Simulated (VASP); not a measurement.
# Hf (Im-3m) in VASP: notebook

Runs on Hf. Level: r2SCAN. Tasks: single point.

All numbers are computed with VASP 6.6.1; they aren't measurements. Logs are shortened: lines on timing, memory, paths and dates and some standing lists are left out, and cuts for length are marked.

### 1 The cell of the first run

Symmetry: Im-3m, No. 229, cubic system. The conventional cell has a = 3.172 Å, b = 3.172 Å, c = 3.172 Å, α = 90.00°, β = 90.00°, γ = 90.00°. Within 3.6 Å of Hf (site symmetry m-3m) lie 14 Hf at 2.75 to 3.17 Å.

### 2 Single point, r2SCAN (volume scaled by 0.720)

Input file POSCAR:

```
Hf
1.0
   -1.5862399999      1.5862399999      1.5862399999
    1.5862399999     -1.5862399999      1.5862399999
    1.5862399999      1.5862399999     -1.5862399999
Hf
1
Direct
    0.0000000000      0.0000000000      0.0000000000
```

Input file INCAR.step1:

```
ALGO = Normal
EDIFF = 1E-4
ENCUT = 520
GGA = PE
ISMEAR = 0
LASPH = True
LCHARG = False
LREAL = False
LWAVE = True
NBANDS = 11
NELM = 60
PREC = Accurate
SIGMA = 0.05
```

Input file INCAR.step2:

```
ALGO = Normal
EDIFF = 1E-7
ENCUT = 520
ISIF = 2
ISMEAR = 0
ISTART = 1
LASPH = True
LCHARG = True
LELF = True
LMIXTAU = True
LREAL = False
LVHAR = True
LWAVE = False
METAGGA = R2SCAN
NBANDS = 11
NELM = 60
PREC = Accurate
SIGMA = 0.05
```

Input file KPOINTS:

```
k-points
0
Gamma
  20 20 20
```

Potentials or basis: VASP PAW PBE potentials, release 64 (Hf_pv).

Started as:

```console
$ cat potpaw_PBE.64/Hf_pv/POTCAR > POTCAR
$ cp INCAR.step1 INCAR
$ mpirun -np 1 vasp_std > vasp.out
$ cp INCAR.step2 INCAR
$ mpirun -np 1 vasp_std > vasp.out
```

OUTCAR:

```text
EDIFF = 1E-7
   ENCUT = 520
   ISIF = 2
   ISMEAR = 0
   ISTART = 1
   LASPH = True
   LREAL = False
   METAGGA = R2SCAN
   NELM = 60
   PREC = Accurate

 ion  position               nearest neighbor table
   1  0.000  0.000  0.000-

  LATTYP: Found a body centered cubic cell.
 ALAT       =     3.1724799998

  Lattice vectors:

 A1 = (  -1.5862399999,   1.5862399999,   1.5862399999)
 A2 = (   1.5862399999,  -1.5862399999,   1.5862399999)
 A3 = (   1.5862399999,   1.5862399999,  -1.5862399999)

Analysis of symmetry for initial positions (statically):
=====================================================================
 Subroutine PRICEL returns:
 Original cell was already a primitive cell.

 Routine SETGRP: Setting up the symmetry group for a
 body centered cubic supercell.

 Subroutine GETGRP returns: Found 48 space group operations
 (whereof 48 operations were pure point group operations)
 out of a pool of 48 trial point group operations.

The static configuration has the point symmetry O_h .

Analysis of symmetry for dynamics (positions and initial velocities):
=====================================================================
 Subroutine PRICEL returns:
 Original cell was already a primitive cell.

 Routine SETGRP: Setting up the symmetry group for a
 body centered cubic supercell.

 Subroutine GETGRP returns: Found 48 space group operations
 (whereof 48 operations were pure point group operations)
 out of a pool of 48 trial point group operations.

The dynamic configuration has the point symmetry O_h .

 Subroutine INISYM returns: Found 48 space group operations
 (whereof 48 operations are pure point group operations),
 and found     1 'primitive' translations

----------------------------------------------------------------------------------------

                                     Primitive cell

  volume of cell :      15.9649

  direct lattice vectors                    reciprocal lattice vectors
    -1.586240000  1.586240000  1.586240000     0.000000000  0.315210813  0.315210813
     1.586240000 -1.586240000  1.586240000     0.315210813  0.000000000  0.315210813
     1.586240000  1.586240000 -1.586240000     0.315210813  0.315210813  0.000000000

  length of vectors
     2.747448273  2.747448273  2.747448273     0.445775407  0.445775407  0.445775407

  position of ions in fractional coordinates (direct lattice)
     0.000000000  0.000000000  0.000000000

  ion indices of the primitive-cell ions
   primitive index   ion index
                 1           1

----------------------------------------------------------------------------------------

 KPOINTS: k-points

Automatic generation of k-mesh.
 Grid dimensions read from file:
 generate k-points for:   20   20   20

 Generating k-lattice:

  Cartesian coordinates                     Fractional coordinates (reciprocal lattice)
     0.000000000  0.015760541  0.015760541     0.050000000  0.000000000  0.000000000
     0.015760541  0.000000000  0.015760541     0.000000000  0.050000000  0.000000000
     0.015760541  0.015760541  0.000000000     0.000000000  0.000000000  0.050000000

  Length of vectors
     0.022288770  0.022288770  0.022288770

  Shift w.r.t. Gamma in fractional coordinates (k-lattice)
     0.000000000  0.000000000  0.000000000

 Subroutine IBZKPT returns following result:
 ===========================================

 Found    256 irreducible k-points:

 Following reciprocal coordinates:
            Coordinates               Weight
  0.000000  0.000000  0.000000      1.000000
  0.050000  0.000000  0.000000     12.000000
  0.100000  0.000000  0.000000     12.000000
  0.150000  0.000000  0.000000     12.000000
  0.200000  0.000000  0.000000     12.000000
  0.250000  0.000000  0.000000     12.000000
[... 16 lines left out ...]
  0.200000  0.100000  0.000000     48.000000
  0.250000  0.100000  0.000000     48.000000
 [... further k-points ...]
   k-points           NKPTS =    256   k-points in BZ     NKDIM =    256   number of bands    NBANDS=     11
   number of dos      NEDOS =    301   number of ions     NIONS =      1
   total plane-waves  NPLWV =   8000
   dimension x,y,z NGX =    20 NGY =   20 NGZ =   20
   dimension x,y,z NGXF=    40 NGYF=   40 NGZF=   40
   ions per type =               1
   NGX,Y,Z   is equivalent  to a cutoff of  12.10, 12.10, 12.10 a.u.
   NGXF,Y,Z  is equivalent  to a cutoff of  24.20, 24.20, 24.20 a.u.
 SYSTEM =  unknown system
   PREC   = accura    normal or accurate (medium, high low for compatibility)
   ISTART =      1    job   : 0-new  1-cont  2-samecut
   ICHARG =      0    charge: 1-file 2-atom 10-const
   ISPIN  =      1    spin polarized calculation?
   LNONCOLLINEAR =      F non collinear calculations
   LSORBIT =      F    spin-orbit coupling
   LASPH  =      T    aspherical Exc in radial PAW
   ENCUT  =  520.0 eV  38.22 Ry    6.18 a.u.   5.11  5.11  5.11*2*pi/ulx,y,z
   NELM   =     60;   NELMIN=  2; NELMDL=  0     # of ELM steps
   EDIFF  = 0.1E-06   stopping-criterion for ELM
   LREAL  =      F    real-space projection
   EDIFFG = 0.1E-05   stopping-criterion for IOM
   NSW    =      0    number of steps for IOM
   IBRION =     -1    ionic relax: 0-MD 1-quasi-New 2-CG
   NFREE  =      0    steps in history (QN), initial steepest desc. (CG)
   ISIF   =      2    stress and relaxation
   ISYM   =      2    0-nonsym 1-usesym 2-fastsym
   POTIM  = 0.5000    time-step for ionic-motion
   TEBEG  =    0.0;   TEEND  =   0.0 temperature during run
   PSTRESS=    0.0 pullay stress
   NELECT =      10.0000    total number of electrons
   NUPDOWN=      -1.0000    fix difference up-down
   EMIN   =  10.00;   EMAX   =-10.00  energy-range for DOS
   EFERMI =   0.00;   METHOD = LEGACY
   ISMEAR =     0;   SIGMA  =   0.05  broadening in eV -4-tet -1-fermi 0-gaus
   EFERMI_NEDOS =   21; number of points for ismear=-14 and -15
   IALGO  =     38    algorithm
   IMIX   =      4    mixing-type and parameters
     AMIX     =   0.40;   BMIX     =  1.00
     AMIX_MAG =   1.60;   BMIX_MAG =  1.00
  volume/ion in A,a.u.               =      15.96       107.74
  Fermi-wavevector in a.u.,A,eV,Ry     =   1.400724  2.646985 26.695012  1.962028
  Thomas-Fermi vector in A             =   2.523656
   LORBIT       =      0    0 simple, 1 ext, 2 COOP (PROOUT), +10 PAW based schemes
   METAGGA = R2SCAN    functional components
   LHFCALC =     F    Hartree Fock is set to
   AEXX    =    0.0000 exact exchange contribution
   IVDW    =     0    specifies the selected vdW correction
   LEPSILON=     F    determine dielectric tensor
   LRPA    =     F    only Hartree local field effects (RPA)
 non-spin polarized calculation
 Gauss-broadening in eV      SIGMA  =   0.05
  energy-cutoff  :      520.00
  volume of cell :       15.96
 maximum number of plane-waves:       456
   NGX = 11   NGY = 11   NGZ = 11

 number of electron       9.9999998 magnetization

 Free energy of the ion-electron system (eV)
  ---------------------------------------------------
  ext. energy  EPLUGINS =         0.00000000
  ---------------------------------------------------
  free energy    TOTEN  =       -44.10176868 eV

  energy without entropy =      -44.10030285  energy(sigma->0) =      -44.10103577

 E-fermi :   6.9977     XC(G=0): -14.0115

 val. band max:        6.9931294659   @ k =   0.3000   0.3000   0.0500
 cond. band min:       6.9988004070   @ k =   0.2500   0.1500   0.0500
 fundamental gap:      0.0056709411
 Fermi energy:         6.9976594985

 k-point     1 :       0.0000    0.0000    0.0000
  band No.  band energies     occupation
      1     -22.6048      2.00000
      2     -22.6048      2.00000
      3     -22.6048      2.00000
      4      -1.2525      2.00000
      5       8.9177      0.00000
      6       8.9178      0.00000
      7       8.9178      0.00000
      8      12.8202      0.00000
      9      12.8202      0.00000
     10      20.2710      0.00000
     11      22.7391      0.00000

 k-point     2 :       0.0500    0.0000    0.0000
  band No.  band energies     occupation
      1     -22.6737      2.00000
      2     -22.6237      2.00000
      3     -22.6058      2.00000
      4      -1.1026      2.00000
      5       8.8058      0.00000
      6       8.8774      0.00000
      7       9.0611      0.00000
      8      12.6126      0.00000
      9      12.8107      0.00000
     10      20.2708      0.00000
     11      22.8955      0.00000

 k-point     3 :       0.1000    0.0000    0.0000
  band No.  band energies     occupation
      1     -22.8699      2.00000
      2     -22.6779      2.00000
      3     -22.6084      2.00000
      4      -0.6717      2.00000
      5       8.4978      0.00000
      6       8.7165      0.00000
      7       9.4876      0.00000
      8      12.1919      0.00000
      9      12.7942      0.00000
     10      20.2709      0.00000
     11      23.3236      0.00000

 k-point     4 :       0.1500    0.0000    0.0000
  band No.  band energies     occupation
      1     -23.1650      2.00000
      2     -22.7613      2.00000
      3     -22.6126      2.00000
      4      -0.0154      2.00000
      5       8.0595      0.00000
      6       8.3712      0.00000
      7      10.1856      0.00000
      8      11.9147      0.00000
      9      12.8005      0.00000
     10      20.2708      0.00000
     11      23.8792      0.00000

 k-point     5 :       0.2000    0.0000    0.0000
  band No.  band energies     occupation
      1     -23.5207      2.00000
      2     -22.8647      2.00000
      3     -22.6180      2.00000
      4       0.7688      2.00000
      5       7.5636      0.00000
      6       7.9117      0.00000
      7      11.1363      0.00000
      8      11.9386      0.00000
      9      12.8632      0.00000
     10      20.2706      0.00000
     11      24.2330      0.00000
[... 211 lines left out ...]
 k-point    21 :       0.1000    0.1000    0.0000
  band No.  band energies     occupation
      1     -23.3167      2.00000
      2     -22.7647      2.00000
      3     -22.6688      2.00000
      4       0.3608      2.00000
      5       7.9479      0.00000
      6       8.0048      0.00000
      7      10.6906      0.00000
      8      11.5518      0.00000
      9      13.1126      0.00000
     10      20.2707      0.00000
     11      24.0638      0.00000

 k-point    22 :       0.1500    0.1000   -0.0000
  band No.  band energies     occupation
      1     -23.6303      2.00000
      2     -22.8681      2.00000
      3     -22.6897      2.00000
      4       1.1267      2.00000
      5       7.4667      0.00000
      6       7.5841      0.00000
      7      11.4575      0.00000
      8      11.6942      0.00000
      9      13.3652      0.00000
     10      20.2706      0.00000
     11      24.6526      0.00000

 k-point    23 :       0.2000    0.1000    0.0000
  band No.  band energies     occupation
      1     -23.9594      2.00000
      2     -22.9955      2.00000
      3     -22.7024      2.00000
      4       1.8985      2.00000
      5       6.9762      1.45672
      6       7.2682      0.00000
      7      11.6313      0.00000
      8      12.8878      0.00000
      9      13.6235      0.00000
     10      20.2704      0.00000
     11      24.3501      0.00000

 k-point    24 :       0.2500    0.1000    0.0000
  band No.  band energies     occupation
      1     -24.2733      2.00000
      2     -23.1252      2.00000
      3     -22.7125      2.00000
      4       2.4850      2.00000
      5       6.5794      2.00000
      6       7.2252      0.00000
      7      11.9741      0.00000
      8      13.8674      0.00000
      9      14.2482      0.00000
     10      20.2701      0.00000
     11      23.2959      0.00000

 [... further k-points ...]

------------------------ aborting loop because EDIFF is reached ----------------------------------------

  FORCE on cell =-STRESS in cart. coord.  units (eV):
  Direction    XX          YY          ZZ          XY          YZ          ZX
  --------------------------------------------------------------------------------------
  -------------------------------------------------------------------------------------
  Total        5.5127888      5.5127888      5.5127888      0.0000000      0.0000000     -0.0000000
  in kB      553.2421387    553.2421387    553.2421387      0.0000000      0.0000000     -0.0000000
  external PRESSURE =     553.2421387 kB  Pullay stress =       0.0000000 kB

 VOLUME and BASIS-vectors are now :
 -----------------------------------------------------------------------------
  energy-cutoff  :      520.00
  volume of cell :       15.96
      direct lattice vectors                 reciprocal lattice vectors
    -1.586240000  1.586240000  1.586240000     0.000000000  0.315210813  0.315210813
     1.586240000 -1.586240000  1.586240000     0.315210813  0.000000000  0.315210813
     1.586240000  1.586240000 -1.586240000     0.315210813  0.315210813  0.000000000

 POSITION                                       TOTAL-FORCE (eV/Angst)
 -----------------------------------------------------------------------------------
      0.00000      0.00000      0.00000         0.000000     -0.000000      0.000000
 -----------------------------------------------------------------------------------
    total drift:                                0.000000     -0.000000      0.000000

  FREE ENERGIE OF THE ION-ELECTRON SYSTEM (eV)
  ---------------------------------------------------
  free  energy   TOTEN  =       -44.1017686823 eV

  energy  without entropy=      -44.1003028505  energy(sigma->0) =      -44.10103577
```

Run time: 2.1 min. Hardware: 1 thread of Intel Xeon Platinum 8259CL at 2.50GHz (Skylake/Cascade Lake), shared host; peak memory 0.16 GiB.

Results:

| Quantity | Value |
| --- | --- |
| Free energy | -44.1018 eV |
| Pressure | 55.3 GPa |
| Band gap on the k mesh | zero (band 5 reaches 8.92 eV, above the bottom of band 6 at 6.02 eV) |

Levels at points of the mesh, in eV from the Fermi level:
| k point | band 3 | band 4 | band 5 | band 6 | band 7 | band 8 |
| --- | --- | --- | --- | --- | --- | --- |
| (0.00, 0.00, 0.00) | -29.60 | -8.25 | 1.92 | 1.92 | 1.92 | 5.82 |
| (0.50, 0.00, 0.00) | -29.64 | -4.76 | -1.25 | 2.96 | 6.04 | 7.39 |
| (0.50, 0.50, 0.50) | -31.18 | -4.64 | -4.64 | 9.96 | 9.96 | 9.96 |

Caveat: the PAW data sets were made with another functional, which shifts forces and pressure a little; spin-orbit coupling is left out, which moves the levels of the heavy elements.

### 3 Single point, r2SCAN (volume scaled by 0.960)

Input file POSCAR:

```
Hf
1.0
   -1.7458830264      1.7458830264      1.7458830264
    1.7458830264     -1.7458830264      1.7458830264
    1.7458830264      1.7458830264     -1.7458830264
Hf
1
Direct
    0.0000000000      0.0000000000      0.0000000000
```

Input file INCAR.step1:

```
PREC     = Accurate       # precision mode
ENCUT    = 520            # plane-wave cutoff, eV
ISMEAR   = 0              # smearing method
SIGMA    = 0.05           # smearing width, eV
LREAL    = False          # projectors in reciprocal space
LASPH    = True           # aspherical terms in the spheres
NELM     = 100            # most SCF steps
NBANDS   = 11             # bands
GGA      = PE             # functional
ALGO     = Normal         # electronic algorithm
EDIFF    = 1E-4           # SCF threshold, eV
LWAVE    = True           # write WAVECAR
LCHARG   = False          # write CHGCAR
```

Input file INCAR.step2:

```
PREC     = Accurate       # precision mode
ENCUT    = 520            # plane-wave cutoff, eV
EDIFF    = 1E-6           # SCF threshold, eV
ISMEAR   = 0              # smearing method
SIGMA    = 0.05           # smearing width, eV
LREAL    = False          # projectors in reciprocal space
LASPH    = True           # aspherical terms in the spheres
NELM     = 100            # most SCF steps
ALGO     = Normal         # electronic algorithm
ISIF     = 2              # what is computed and relaxed
LWAVE    = False          # write WAVECAR
LCHARG   = True           # write CHGCAR
METAGGA  = R2SCAN         # meta-GGA
LMIXTAU  = True         
LELF     = True           # ELF
LVHAR    = True         
NBANDS   = 11             # bands
ISTART   = 1
```

Input file KPOINTS:

```
regular mesh
0
Gamma
  18 18 18
```

Potentials or basis: VASP PAW PBE potentials, release 64 (Hf_pv).

Started as:

```console
$ cat potpaw_PBE.64/Hf_pv/POTCAR > POTCAR
$ cp INCAR.step1 INCAR
$ mpirun -np 1 vasp_std > vasp.out
$ cp INCAR.step2 INCAR
$ mpirun -np 1 vasp_std > vasp.out
```

OUTCAR:

```text
PREC = Accurate
   ENCUT = 520
   EDIFF = 1E-6
   ISMEAR = 0
   LREAL = False
   LASPH = True
   NELM = 100
   ISIF = 2
   METAGGA = R2SCAN
   ISTART = 1

 ion  position               nearest neighbor table
   1  0.000  0.000  0.000-

  LATTYP: Found a body centered cubic cell.
 ALAT       =     3.4917660528

  Lattice vectors:

 A1 = (  -1.7458830264,   1.7458830264,   1.7458830264)
 A2 = (   1.7458830264,  -1.7458830264,   1.7458830264)
[... 515 lines left out ...]
     11      17.1009      0.00000

 [... further k-points ...]

------------------------ aborting loop because EDIFF is reached ----------------------------------------

  FORCE on cell =-STRESS in cart. coord.  units (eV):
  Direction    XX          YY          ZZ          XY          YZ          ZX
  --------------------------------------------------------------------------------------
  -------------------------------------------------------------------------------------
  Total        0.5324197      0.5324197      0.5324197      0.0000000     -0.0000000      0.0000000
  in kB       40.0736860     40.0736860     40.0736860      0.0000000     -0.0000000      0.0000000
  external PRESSURE =      40.0736860 kB  Pullay stress =       0.0000000 kB

 VOLUME and BASIS-vectors are now :
 -----------------------------------------------------------------------------
  energy-cutoff  :      520.00
  volume of cell :       21.29
      direct lattice vectors                 reciprocal lattice vectors
    -1.745883026  1.745883026  1.745883026     0.000000000  0.286388030  0.286388030
     1.745883026 -1.745883026  1.745883026     0.286388030  0.000000000  0.286388030
     1.745883026  1.745883026 -1.745883026     0.286388030  0.286388030  0.000000000

 POSITION                                       TOTAL-FORCE (eV/Angst)
 -----------------------------------------------------------------------------------
      0.00000      0.00000      0.00000        -0.000000      0.000000     -0.000000
 -----------------------------------------------------------------------------------
    total drift:                                0.000000      0.000000      0.000000

  FREE ENERGIE OF THE ION-ELECTRON SYSTEM (eV)
  ---------------------------------------------------
  free  energy   TOTEN  =       -44.9326692157 eV

  energy  without entropy=      -44.9310798881  energy(sigma->0) =      -44.93187455
```

OSZICAR.step1:

```text
N       E                     dE             d eps       ncg     rms          rms(c)
DAV:   1     0.132053972067E+02    0.13205E+02   -0.57362E+03  4322   0.843E+02
DAV:   2    -0.958598421341E+01   -0.22791E+02   -0.21982E+02  5336   0.156E+02
DAV:   3    -0.100425820162E+02   -0.45660E+00   -0.45123E+00  5311   0.152E+01
DAV:   4    -0.100442361242E+02   -0.16541E-02   -0.16538E-02  4975   0.110E+00
DAV:   5    -0.100442449422E+02   -0.88180E-05   -0.88175E-05  5359   0.704E-02    0.459E+01
DAV:   6    -0.981119053737E+01    0.23305E+00   -0.19524E-01  4812   0.330E+00    0.270E+01
DAV:   7    -0.973477741142E+01    0.76413E-01   -0.28909E-01  4866   0.387E+00    0.108E+00
DAV:   8    -0.973087617256E+01    0.39012E-02   -0.19554E-02  4743   0.101E+00    0.460E-01
DAV:   9    -0.973090835637E+01   -0.32184E-04   -0.32037E-04  5131   0.153E-01
   1 F= -.97309084E+01 E0= -.97295316E+01  d E =-.275356E-02
```

It took 97 s on 1 thread of Intel Xeon Platinum 8259CL at 2.50GHz (Skylake/Cascade Lake), shared host; peak memory 0.18 GiB.

Results:

```yaml
Free_energy: -44.9327 eV
Pressure: 4.0 GPa
Band_gap_on_the_k_mesh: zero (band 5 reaches 6.61 eV, above the bottom of band 6 at 4.00 eV)
```

Levels at points of the mesh, in eV from the Fermi level:
```csv
k point,band 3,band 4,band 5,band 6,band 7,band 8
"(0.00, 0.00, 0.00)",-30.76,-7.54,1.82,1.82,1.82,4.79
"(0.50, 0.00, 0.00)",-30.77,-3.62,-0.46,1.08,4.69,5.74
"(0.50, 0.50, 0.50)",-31.44,-2.93,-2.93,7.49,7.49,7.49
```

Caveat: the PAW data sets were made with another functional, which shifts forces and pressure a little; spin-orbit coupling is left out, which moves the levels of the heavy elements.
